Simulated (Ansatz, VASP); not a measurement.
## Cu: VASP beside Ansatz

Contents of INCAR:

```
PREC = Accurate ; ENCUT = 520
EDIFF = 1E-6 ; ISMEAR = -1
SIGMA = 0.05 ; LREAL = False
LASPH = True ; NELM = 100
ALGO = Normal ; ISIF = 2
LWAVE = False ; LCHARG = True
GGA = CA ; LELF = True
LVHAR = True ; NBANDS = 30
```

The input KPOINTS:

```
Automatic mesh
0
Gamma
  12 12 4
```

Contents of POSCAR:

```
Cu
1.0
    2.5137785214      0.0000000000      0.0000000000
   -1.2568892608      2.1769960591      0.0000000000
    0.0000000000      0.0000000000      8.2063649859
Cu
4
Direct
    0.6666666667      0.3333333333      0.7500000000
    0.0000000000      0.0000000000      0.5000000000
    0.3333333333      0.6666666667      0.2500000000
    0.0000000000      0.0000000000      0.0000000000
```

File input.yaml:

```yaml
crystal:
  lattice:
    - [2.5137785214, 0.0, 0.0]
    - [-1.2568892608, 2.1769960591, 0.0]
    - [0.0, 0.0, 8.2063649859]
  atoms:
    - { symbol: Cu, position: [0.6666666667, 0.3333333333, 0.75] }
    - { symbol: Cu, position: [0.0, 0.0, 0.5] }
    - { symbol: Cu, position: [0.3333333333, 0.6666666667, 0.25] }
    - { symbol: Cu, position: [0.0, 0.0, 0.0] }
hamiltonian:
  xc: lda
  pseudopotentials: { kind: paw }
kpoints:
  mp_grid: { grid: [12, 12, 4] }
scf:
  occupations: { method: fermi_dirac, width: 0.05 }
output:
  forces: true
  stress: true
  eigenvalues: true
```

Alike in both runs: task single point; functional LDA; k mesh 12 × 12 × 4; occupations fermi-dirac, width 0.05 eV; no spin polarisation.

|  | VASP | Ansatz |
| --- | --- | --- |
| version | VASP 6.6.1 | Ansatz 0.2.0 |
| potentials or method | VASP PAW LDA potentials, release 64 (Cu) | Ansatz PAW |
| plane-wave cutoff (eV) | 520 | 420 |
| valence electrons in the cell | 44 | 76 |

```csv
,VASP,Ansatz,Ansatz less VASP
gap on the k mesh at the Fermi level (eV),none,none,-
pressure (GPa),-3.8,-5.2,-1.40
"traceless stress, the component that is largest in VASP (GPa)",-0.36,-0.32,+0.032
```

LDA's correlation is that of Perdew and Zunger in VASP and of Perdew and Wang (1992) in Ansatz. A gap of «none» marks a metal or a gap that the smearing closes. VASP's potentials hold 44 valence electrons a cell and Ansatz's 76, so a difference there can come from the potentials and not from the codes.
